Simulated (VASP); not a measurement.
A run of VASP 6.6.1 is set up as follows.

INCAR

```
SYSTEM = PtSe2
  PREC = Accurate
  ENCUT = 520
  EDIFF = 1E-7
  ISMEAR = -1
  SIGMA = 0.03
  LREAL = .FALSE.
  LASPH = .TRUE.
  NELM = 100
  ALGO = Normal
  ISIF = 2
  LWAVE = .FALSE.
  LCHARG = .TRUE.
  GGA = PE
  LELF = .TRUE.
  LVHAR = .TRUE.
  NBANDS = 18
```

The input KPOINTS:

```
regular mesh
0
G
  6 6 4
  0 0 0
```

File POSCAR:

```
PtSe2
1.0
    3.7240000000      0.0000000000      0.0000000000
   -1.8620000000      3.2250786037      0.0000000000
    0.0000000000      0.0000000000      5.0620000000
Pt Se
1 2
Direct
    0.0000000000      0.0000000000      0.0000000000
    0.6666666667      0.3333333333      0.7500000000
    0.3333333333      0.6666666667      0.2500000000
```

Potentials or basis: VASP PAW PBE potentials, release 64 (Pt, Se).

Launch:

```sh
$ cat potpaw_PBE.64/Pt/POTCAR potpaw_PBE.64/Se/POTCAR > POTCAR
$ mpirun -np 1 vasp_std > vasp.out
```

**Question.** Predict the band gap on the k mesh.

**Answer.** Zero (band 11 reaches 6.94 eV, above the bottom of band 12 at 6.56 eV).

**Question.** Predict the pressure.

**Answer.** 7.3 GPa.

**Question.** Estimate the largest force.

**Answer.** 0.572 eV/Å.

Stress tensor (GPa, compression positive):
```
7.94 0.00 0.00
0.00 7.94 0.00
0.00 0.00 6.09
```

Caveat: spin-orbit coupling is left out, which moves the levels of the heavy elements.
